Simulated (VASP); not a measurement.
Runs of VASP 6.6.1 on Mo. The structure is that of space group P6/mmm (No. 191), or close to it. The cells are those of the table. This isn't the form of Mo at room conditions, which is bcc.

```tsv
cell	gap on the mesh (eV)	pressure (GPa)
a = 4.752, b = 4.752, c = 2.609 Å, angles 90.0, 90.0, 120.0°, 3 atoms	none	-7.8
a = 4.495, b = 4.495, c = 2.468 Å, angles 90.0, 90.0, 120.0°, 3 atoms	none	38.7
a = 4.562, b = 4.562, c = 2.505 Å, angles 90.0, 90.0, 120.0°, 3 atoms	none	23.2
a = 4.691, b = 4.691, c = 2.575 Å, angles 90.0, 90.0, 120.0°, 3 atoms	none	(a)
a = 4.813, b = 4.813, c = 2.642 Å, angles 90.0, 90.0, 120.0°, 3 atoms	none	(b)
```

Alike in all rows: task single point; level RPBE; potentials or basis VASP PAW PBE potentials, release 64 (Mo_sv); no spin polarisation; k mesh 9 × 9 × 14; cutoff (eV) 520; smearing fermi-dirac 0.1 eV.

Problem. Fill in the values left out.

Solution. (a) 0.5; (b) -14.5.

Caveats: the PAW data sets were made with another functional, which shifts forces and pressure a little; the cell stands under tension (at least some runs); the cell stands under pressure (at least some runs).

A k mesh can miss the band edges, and the runs leave out spin-orbit coupling on Mo.

A gap of «none» marks levels without a gap at the run's occupations.
